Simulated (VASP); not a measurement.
A run of VASP 6.6.1 is set up as follows.

Contents of INCAR:

```
ALGO = Normal
EDIFF = 1E-7
EDIFFG = -0.008
ENCUT = 520
GGA = PE
IBRION = 2
ISIF = 2
ISMEAR = 0
KPAR = 4
LASPH = T
LCHARG = F
LREAL = F
LWAVE = F
NELM = 80
NSW = 60
PREC = Accurate
SIGMA = 0.02
```

KPOINTS

```
k-points
0
Gamma
  12 12 2
```

POSCAR

```
MoS2
1.0
    3.1850687718      0.0000000000      0.0000000000
   -1.5925343859      2.7583504691      0.0000000000
    1.7769603778      0.0000000000     14.8080031482
Mo S
2 4
Direct
    0.6675926898      0.3351853795      0.2500000000
    0.3324073102      0.6648146205      0.7500000000
    0.7049588453      0.3314893561      0.6444808465
    0.2950411547      0.6685106439      0.3555191535
    0.6265305109      0.3314893561      0.8555191535
    0.3734694891      0.6685106439      0.1444808465
```

Potentials or basis: VASP PAW PBE potentials, release 64 (Mo_sv, S).

Command:

```sh
$ cat potpaw_PBE.64/Mo_sv/POTCAR potpaw_PBE.64/S/POTCAR > POTCAR
$ mpirun -np 4 vasp_std > vasp.out
```

Problem. Predict the energy gained by relaxing.

Solution. 11.7 meV/atom.

Problem. Estimate the band gap on the k mesh.

Solution. 1.45 eV (least direct gap 1.67 eV).

The path:
| step | energy change (eV) | largest force (eV/Å) | pressure (GPa) |
| --- | --- | --- | --- |
| 1 | 0.0000 | 0.5623 | 0.10 |
| 2 | -0.0473 | 0.3173 | -0.15 |
| 3 | -0.0678 | 0.1741 | -0.36 |
| 4 | -0.0694 | 0.1227 | -0.02 |
| 5 | -0.0701 | 0.0265 | -0.14 |
| 6 | -0.0701 | 0.0037 | -0.02 |

Caveat: the cell differs from its parent crystal (shear of c along a, cell held: +12.0 %); this functional lacks dispersion, which binds layers or chains, so the pressure and a relaxed spacing across them are unreliable. A k mesh can miss the band edges.
